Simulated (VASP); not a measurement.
# TaC: single point with LDA

Crystal: TaC.

```
Ta C
1.0
     0.00000    2.25225    2.25225
     2.25225    0.00000    2.25225
     2.25225    2.25225    0.00000
Ta C
1 1
Cartesian
  0.0000 0.0000 0.0000
  2.2523 2.2523 2.2523
```

| Item | Value |
| --- | --- |
| Program | VASP 6.6.1 |
| Task | single point |
| Functional | LDA |
| Potentials or basis | VASP PAW LDA potentials, release 64 (Ta_pv, C) |
| Cutoff | 600 eV |
| k mesh | 11 × 11 × 11 |
| Occupations | methfessel-paxton, width 0.15 eV |
| Spin | no spin polarisation |

```yaml
Pressure: -17.9 GPa
```

Levels at points of the mesh, in eV from the Fermi level:
| k point | band 5 | band 6 | band 7 | band 8 | band 9 | band 10 | band 11 | band 12 |
| --- | --- | --- | --- | --- | --- | --- | --- | --- |
| (0.00, 0.00, 0.00) | -1.41 | -1.41 | -1.41 | -0.52 | -0.52 | -0.52 | 0.49 | 0.49 |

Wall time 18 s on 1 thread of Intel(R) Xeon(R) Platinum 8559C (Emerald Rapids), with other jobs on the host, peak memory 0.16 GiB.

Caveat: spin-orbit coupling is left out, which moves the levels of the heavy elements.
